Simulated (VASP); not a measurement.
# Pt (Fm-3m) in VASP: notebook, part 2 of 2

VASP 6.6.1.

**3. Single point, PBEsol**

This run uses another cell than the first one: it holds 1 atom, not 2.

File INCAR:

```
SYSTEM = Pt
PREC     = Accurate       ! precision mode
ENCUT    = 520            ! plane-wave cutoff, eV
EDIFF    = 1E-6           ! SCF threshold, eV
ISMEAR   = 0              ! smearing method
SIGMA    = 0.1            ! smearing width, eV
LREAL    = .FALSE.        ! projectors in reciprocal space
LASPH    = .TRUE.         ! aspherical terms in the spheres
NELM     = 80             ! most SCF steps
ALGO     = Normal         ! electronic algorithm
ISIF     = 2              ! what is computed and relaxed
LWAVE    = .FALSE.        ! write WAVECAR
LCHARG   = .FALSE.        ! write CHGCAR
GGA      = PS             ! functional
NBANDS   = 11             ! bands
```

File KPOINTS:

```
regular mesh
0
G
  18 18 18
  0 0 0
```

File POSCAR:

```
Pt
1.0
    0.0000000000      1.9590303458      1.9590303458
    1.9590303458      0.0000000000      1.9590303458
    1.9590303458      1.9590303458      0.0000000000
Pt
1
Direct
    0.0000000000      0.0000000000      0.0000000000
```

Potentials or basis: VASP PAW PBE potentials, release 64 (Pt).

Started as:

```bash
$ cat potpaw_PBE.64/Pt/POTCAR > POTCAR
$ mpirun -np 1 vasp_std > vasp.out
```

OUTCAR:

```text
SYSTEM = Pt
   PREC = Accurate
   ENCUT = 520
   EDIFF = 1E-6
   ISMEAR = 0
   LREAL = .FALSE.
   LASPH = .TRUE.
   NELM = 80
   ISIF = 2
   GGA = PS

 ion  position               nearest neighbor table
   1  0.000  0.000  0.000-

  LATTYP: Found a face centered cubic cell.
 ALAT       =     3.9180606916

  Lattice vectors:

 A1 = (   0.0000000000,   1.9590303458,   1.9590303458)
 A2 = (   1.9590303458,   0.0000000000,   1.9590303458)
 A3 = (   1.9590303458,   1.9590303458,   0.0000000000)

Analysis of symmetry for initial positions (statically):
=====================================================================
 Subroutine PRICEL returns:
 Original cell was already a primitive cell.

 Routine SETGRP: Setting up the symmetry group for a
 face centered cubic supercell.

 Subroutine GETGRP returns: Found 48 space group operations
 (whereof 48 operations were pure point group operations)
 out of a pool of 48 trial point group operations.

The static configuration has the point symmetry O_h .

Analysis of symmetry for dynamics (positions and initial velocities):
=====================================================================
 Subroutine PRICEL returns:
 Original cell was already a primitive cell.

 Routine SETGRP: Setting up the symmetry group for a
 face centered cubic supercell.

 Subroutine GETGRP returns: Found 48 space group operations
 (whereof 48 operations were pure point group operations)
 out of a pool of 48 trial point group operations.

The dynamic configuration has the point symmetry O_h .

 Subroutine INISYM returns: Found 48 space group operations
 (whereof 48 operations are pure point group operations),
 and found     1 'primitive' translations

----------------------------------------------------------------------------------------

                                     Primitive cell

  volume of cell :      15.0367

  direct lattice vectors                    reciprocal lattice vectors
[... 106 lines left out ...]
  volume/ion in A,a.u.               =      15.04       101.47
  Fermi-wavevector in a.u.,A,eV,Ry     =   1.428972  2.700365 27.782559  2.041961
  Thomas-Fermi vector in A             =   2.548976
   LORBIT       =      0    0 simple, 1 ext, 2 COOP (PROOUT), +10 PAW based schemes
   GGA     = PS    functional components
   LHFCALC =     F    Hartree Fock is set to
   AEXX    =    0.0000 exact exchange contribution
   IVDW    =     0    specifies the selected vdW correction
   LEPSILON=     F    determine dielectric tensor
   LRPA    =     F    only Hartree local field effects (RPA)
 non-spin polarized calculation
 Gauss-broadening in eV      SIGMA  =   0.10
  energy-cutoff  :      520.00
  volume of cell :       15.04
 maximum number of plane-waves:       419
 NGX is ok and might be reduce to    24

 number of electron      10.0000000 magnetization

 Free energy of the ion-electron system (eV)
  ---------------------------------------------------
  ext. energy  EPLUGINS =         0.00000000
  ---------------------------------------------------
  free energy    TOTEN  =        -6.96549361 eV

  energy without entropy =       -6.95485146  energy(sigma->0) =       -6.96017254

 E-fermi :  11.1547     XC(G=0): -13.6459

 val. band max:       11.1541420314   @ k =  -0.3333   0.3889   0.1111
 cond. band min:      11.1659150985   @ k =   0.3889   0.2222   0.0000
 fundamental gap:      0.0117730672
 Fermi energy:        11.1546536030

 k-point     1 :       0.0000    0.0000    0.0000
  band No.  band energies     occupation
      1       0.8238      2.00000
      2       7.3280      2.00000
      3       7.3280      2.00000
      4       7.3280      2.00000
      5       9.5167      2.00000
      6       9.5167      2.00000
      7      25.7695      0.00000
      8      30.7432      0.00000
      9      30.7432      0.00000
     10      30.7432      0.00000
     11      36.0528      0.00000
[... 309 lines left out ...]
 k-point    24 :      -0.2222    0.0556    0.0000
  band No.  band energies     occupation
      1       2.8792      2.00000
      2       6.8241      2.00000
      3       7.7247      2.00000
      4       7.7937      2.00000
      5       9.3152      2.00000
      6      10.0023      2.00000
      7      24.8110      0.00000
      8      27.6894      0.00000
      9      32.2113      0.00000
     10      33.6218      0.00000
     11      34.8798      0.00000

 [... further k-points ...]
[... 5 lines left out ...]
  --------------------------------------------------------------------------------------
  -------------------------------------------------------------------------------------
  Total       -0.0400106     -0.0400106     -0.0400106      0.0000000      0.0000000      0.0000000
  in kB       -4.2631701     -4.2631701     -4.2631701      0.0000000      0.0000000      0.0000000
  external PRESSURE =      -4.2631701 kB  Pullay stress =       0.0000000 kB

 VOLUME and BASIS-vectors are now :
 -----------------------------------------------------------------------------
  energy-cutoff  :      520.00
  volume of cell :       15.04
      direct lattice vectors                 reciprocal lattice vectors
     0.000000000  1.959030346  1.959030346    -0.255228308  0.255228308  0.255228308
     1.959030346  0.000000000  1.959030346     0.255228308 -0.255228308  0.255228308
     1.959030346  1.959030346  0.000000000     0.255228308  0.255228308 -0.255228308

 POSITION                                       TOTAL-FORCE (eV/Angst)
 -----------------------------------------------------------------------------------
      0.00000      0.00000      0.00000         0.000000      0.000000      0.000000
 -----------------------------------------------------------------------------------
    total drift:                               -0.000000      0.000000     -0.000000

  FREE ENERGIE OF THE ION-ELECTRON SYSTEM (eV)
  ---------------------------------------------------
  free  energy   TOTEN  =        -6.9654936141 eV

  energy  without entropy=       -6.9548514641  energy(sigma->0) =       -6.96017254
```

OSZICAR:

```text
N       E                     dE             d eps       ncg     rms          rms(c)
DAV:   1     0.392050824281E+02    0.39205E+02   -0.54444E+03  4362   0.849E+02
DAV:   2    -0.678841985473E+01   -0.45994E+02   -0.44168E+02  4984   0.177E+02
DAV:   3    -0.741860709416E+01   -0.63019E+00   -0.62811E+00  5014   0.198E+01
DAV:   4    -0.742101817562E+01   -0.24111E-02   -0.24109E-02  4950   0.145E+00
DAV:   5    -0.742103689839E+01   -0.18723E-04   -0.18722E-04  5047   0.118E-01    0.134E+01
DAV:   6    -0.701507319924E+01    0.40596E+00   -0.93672E-01  4629   0.764E+00    0.685E+00
DAV:   7    -0.696985935640E+01    0.45214E-01   -0.16175E-01  4944   0.307E+00    0.258E+00
DAV:   8    -0.696580581358E+01    0.40535E-02   -0.70122E-03  4665   0.764E-01    0.681E-01
DAV:   9    -0.696548932425E+01    0.31649E-03   -0.27102E-04  4764   0.150E-01    0.296E-02
DAV:  10    -0.696549342277E+01   -0.40985E-05   -0.44116E-06  5387   0.149E-02    0.529E-03
DAV:  11    -0.696549361405E+01   -0.19128E-06   -0.52498E-08  2673   0.214E-03
   1 F= -.69654936E+01 E0= -.69601725E+01  d E =-.106421E-01
```

stdout:

```text
POSCAR found type information on POSCAR Pt
 POSCAR found :  1 types and       1 ions
 scaLAPACK will be used
 -----------------------------------------------------------------------------
|                                                                             |
|                                                                             |
|     You enforced a specific xc type in the INCAR file but a different       |
|     I HOPE YOU KNOW WHAT YOU ARE DOING!                                     |
|                                                                             |
 -----------------------------------------------------------------------------

 LDA part: xc-table for (Slater+PW92), standard interpolation
 POSCAR, INCAR and KPOINTS ok, starting setup
 FFT: planning ... GRIDC
 FFT: planning ... GRID_SOFT
 FFT: planning ... GRID
 WAVECAR not read
 entering main loop
```

It took 55 s on 1 thread of AMD EPYC 7R43 (Zen 3), shared host; peak memory 0.13 GiB.

What came out:

```yaml
Free_energy: -6.9655 eV
Pressure: -0.4 GPa
Band_gap_on_the_k_mesh: zero (band 5 reaches 11.65 eV, above the bottom of band 6 at 9.41 eV)
```

Caveat: the PAW data sets were made with another functional, which shifts forces and pressure a little; spin-orbit coupling is left out, which moves the levels of the heavy elements.

**4. Single point, PBEsol**

This run uses another cell than the first one: it holds 1 atom, not 2.

File INCAR:

```
  ALGO = Normal
  EDIFF = 1E-6
  ENCUT = 520
  GGA = PS
  ISIF = 2
  ISMEAR = 0
  LASPH = T
  LCHARG = F
  LREAL = F
  LWAVE = F
  NBANDS = 11
  NELM = 80
  PREC = Accurate
  SIGMA = 0.1
```

File KPOINTS:

```
k-points
0
Gamma
  8 8 8
```

File POSCAR:

```
Pt
1.0
    0.0000000000     -1.9579000000     -1.9579000000
    1.9579000000      0.0000000000     -1.9579000000
    1.9579000000     -1.9579000000      0.0000000000
Pt
1
Direct
    0.0000000000      0.0000000000      0.0000000000
```

Potentials or basis: VASP PAW PBE potentials, release 64 (Pt).

Started as:

```bash
$ cat potpaw_PBE.64/Pt/POTCAR > POTCAR
$ mpirun -np 1 vasp_std > vasp.out
```

OUTCAR:

```text
EDIFF = 1E-6
   ENCUT = 520
   GGA = PS
   ISIF = 2
   ISMEAR = 0
   LASPH = T
   LREAL = F
   NELM = 80
   PREC = Accurate

 ion  position               nearest neighbor table
   1  0.000  0.000  0.000-

  LATTYP: Found a face centered cubic cell.
 ALAT       =     3.9158000000

  Lattice vectors:

 A1 = (   0.0000000000,  -1.9579000000,  -1.9579000000)
 A2 = (   1.9579000000,   0.0000000000,  -1.9579000000)
 A3 = (   1.9579000000,  -1.9579000000,   0.0000000000)

Analysis of symmetry for initial positions (statically):
[... 509 lines left out ...]
      5      10.9609      1.97587
      6      15.5733      0.00000
      7      16.6712      0.00000
      8      25.9040      0.00000
      9      26.2610      0.00000
     10      30.3436      0.00000
     11      37.4183      0.00000

 [... further k-points ...]
[... 5 lines left out ...]
  --------------------------------------------------------------------------------------
  -------------------------------------------------------------------------------------
  Total       -0.0522200     -0.0522200     -0.0522200      0.0000000      0.0000000      0.0000000
  in kB       -5.5737267     -5.5737267     -5.5737267      0.0000000      0.0000000      0.0000000
  external PRESSURE =      -5.5737267 kB  Pullay stress =       0.0000000 kB

 VOLUME and BASIS-vectors are now :
 -----------------------------------------------------------------------------
  energy-cutoff  :      520.00
  volume of cell :       15.01
      direct lattice vectors                 reciprocal lattice vectors
     0.000000000 -1.957900000 -1.957900000    -0.255375658 -0.255375658 -0.255375658
     1.957900000  0.000000000 -1.957900000     0.255375658  0.255375658 -0.255375658
     1.957900000 -1.957900000  0.000000000     0.255375658 -0.255375658  0.255375658

 POSITION                                       TOTAL-FORCE (eV/Angst)
 -----------------------------------------------------------------------------------
      0.00000      0.00000      0.00000        -0.000000     -0.000000      0.000000
 -----------------------------------------------------------------------------------
    total drift:                               -0.000000      0.000000      0.000000

  FREE ENERGIE OF THE ION-ELECTRON SYSTEM (eV)
  ---------------------------------------------------
  free  energy   TOTEN  =        -6.9567062086 eV

  energy  without entropy=       -6.9479178798  energy(sigma->0) =       -6.95231204
```

Run time: 16 s. Hardware: 1 thread of AMD EPYC 7R13, shared host; peak memory 0.11 GiB.

Results:

```
Free energy            : -6.9567 eV
Pressure               : -0.6 GPa
Band gap on the k mesh : zero (band 5 reaches 11.65 eV, above the bottom of band 6 at 9.41 eV)
```

Levels at points of the mesh, in eV from the Fermi level:
```tsv
k point	band 2	band 3	band 4	band 5	band 6	band 7	band 8	band 9
(0.00, 0.00, 0.00)	-3.79	-3.79	-3.79	-1.60	-1.60	14.68	19.66	19.66
(0.50, 0.00, 0.00)	-3.85	-3.85	-0.50	0.08	0.08	5.88	14.24	19.04
(0.50, 0.50, 0.00)	-6.65	0.05	0.53	0.53	1.77	8.93	11.41	11.41
```

Caveat: the PAW data sets were made with another functional, which shifts forces and pressure a little; spin-orbit coupling is left out, which moves the levels of the heavy elements.

**5. Single point, PBEsol**

This run uses another cell than the first one: it holds 1 atom, not 2.

File INCAR:

```
SYSTEM = Pt
PREC     = Accurate       ! precision mode
ENCUT    = 520            ! plane-wave cutoff, eV
EDIFF    = 1E-6           ! SCF threshold, eV
ISMEAR   = 0              ! smearing method
SIGMA    = 0.1            ! smearing width, eV
LREAL    = .FALSE.        ! projectors in reciprocal space
LASPH    = .TRUE.         ! aspherical terms in the spheres
NELM     = 80             ! most SCF steps
ALGO     = Normal         ! electronic algorithm
ISIF     = 2              ! what is computed and relaxed
LWAVE    = .FALSE.        ! write WAVECAR
LCHARG   = .FALSE.        ! write CHGCAR
GGA      = PS             ! functional
NBANDS   = 11             ! bands
```

File KPOINTS:

```
regular mesh
0
G
  18 18 18
  0 0 0
```

File POSCAR:

```
Pt
1.0
    0.0000000000     -1.9590303453     -1.9590303453
    1.9590303453      0.0000000000     -1.9590303453
    1.9590303453     -1.9590303453      0.0000000000
Pt
1
Direct
    0.0000000000      0.0000000000      0.0000000000
```

Started as:

```bash
$ cat potpaw_PBE.64/Pt/POTCAR > POTCAR
$ mpirun -np 1 vasp_std > vasp.out
```

Wall time 66 s (1 thread of AMD EPYC 7R13, shared host); peak memory 0.14 GiB.

Results (log left out):

| Property | Result |
| --- | --- |
| Free energy | -6.9655 eV |
| Pressure | -0.4 GPa |
| Band gap on the k mesh | zero (band 5 reaches 11.65 eV, above the bottom of band 6 at 9.41 eV) |

Levels at points of the mesh, in eV from the Fermi level:
| k point | band 1 | band 2 | band 3 | band 4 | band 5 | band 6 | band 7 | band 8 | band 9 | band 10 |
| --- | --- | --- | --- | --- | --- | --- | --- | --- | --- | --- |
| (0.00, 0.00, 0.00) | -10.33 | -3.83 | -3.83 | -3.83 | -1.64 | -1.64 | 14.61 | 19.59 | 19.59 | 19.59 |
| (0.50, 0.00, 0.00) | -7.40 | -3.89 | -3.89 | -0.56 | 0.04 | 0.04 | 5.82 | 14.17 | 18.96 | 18.96 |
| (0.50, 0.50, 0.00) | -7.14 | -6.68 | 0.02 | 0.49 | 0.49 | 1.70 | 8.86 | 11.34 | 11.34 | 20.13 |

Caveat: the PAW data sets were made with another functional, which shifts forces and pressure a little; spin-orbit coupling is left out, which moves the levels of the heavy elements.

**6. Single point, PBEsol**

This run uses another cell than the first one: it holds 1 atom, not 2.

File INCAR:

```
PREC = Accurate ; ENCUT = 520
EDIFF = 1E-6 ; ISMEAR = 0
SIGMA = 0.1 ; LREAL = False
LASPH = True ; NELM = 60
ALGO = Fast ; ISIF = 2
LWAVE = False ; LCHARG = False
GGA = PS ; ISYM = 0
NBANDS = 11
```

File KPOINTS:

```
Automatic mesh
0
Gamma
  12 12 17
```

File POSCAR:

```
Pt
1.0
    2.7704872841      0.0000000000      0.0000000000
    0.0000000000      2.7704872841      0.0000000000
    1.3852436421      1.3852436421      1.9590303458
Pt
1
Direct
    0.0000000000      0.0000000000      0.0000000000
```

Potentials or basis: VASP PAW PBE potentials, release 64 (Pt).

Started as:

```bash
$ cat potpaw_PBE.64/Pt/POTCAR > POTCAR
$ mpirun -np 1 vasp_std > vasp.out
```

Run time: 89 s. Hardware: 1 thread of Intel Xeon Platinum 8375C at 2.90GHz (Ice Lake), shared host; peak memory 0.32 GiB.

The run converged. Its results:

- Free energy: -6.9686 eV
- Pressure: -0.3 GPa
- Band gap on the k mesh: zero (band 5 reaches 11.65 eV, above the bottom of band 6 at 9.42 eV)

Levels at points of the mesh, in eV from the Fermi level:
```
           k point  band 1  band 2  band 3  band 4  band 5  band 6  band 7  band 8  band 9  band 10
(0.00, 0.00, 0.00)  -10.34   -3.83   -3.82   -3.82   -1.64   -1.63   14.61   19.58   19.58    19.59
(0.50, 0.00, 0.00)   -7.41   -3.89   -3.89   -0.57    0.04    0.04    5.82   14.16   18.95    18.96
(0.00, 0.50, 0.00)   -7.41   -3.89   -3.89   -0.57    0.04    0.04    5.82   14.16   18.95    18.96
(0.50, 0.50, 0.00)   -7.14   -6.68    0.02    0.49    0.50    1.70    8.86   11.33   11.34    20.13
```

Caveat: the PAW data sets were made with another functional, which shifts forces and pressure a little; spin-orbit coupling is left out, which moves the levels of the heavy elements.

**7. Summary**

| cell | k mesh | smearing | gap on the mesh (eV) | pressure (GPa) |
| --- | --- | --- | --- | --- |
| a = 2.770, b = 2.770, c = 4.799 Å, angles 73.2, 73.2, 60.0°, 2 atoms | 12 × 12 × 14 | gaussian 0.15 eV | none | -0.3 |
| a = 2.770 Å, angles 60.0°, 1 atom | 18 × 18 × 18 | gaussian 0.1 eV | none | -0.4 |
| a = 2.769 Å, angles 60.0°, 1 atom | 8 × 8 × 8 | gaussian 0.1 eV | none | -0.6 |
| a = 2.770 Å, angles 60.0, 60.0, 90.0°, 1 atom | 12 × 12 × 17 | gaussian 0.1 eV | none | -0.3 |

Alike in all rows: task single point; level PBEsol; potentials or basis VASP PAW PBE potentials, release 64 (Pt); no spin polarisation; cutoff (eV) 520.

Caveats: the PAW data sets were made with another functional, which shifts forces and pressure a little; spin-orbit coupling is left out, which moves the levels of the heavy elements.

Total energies depend on the potentials used, so only differences within one code and one set of settings carry meaning.
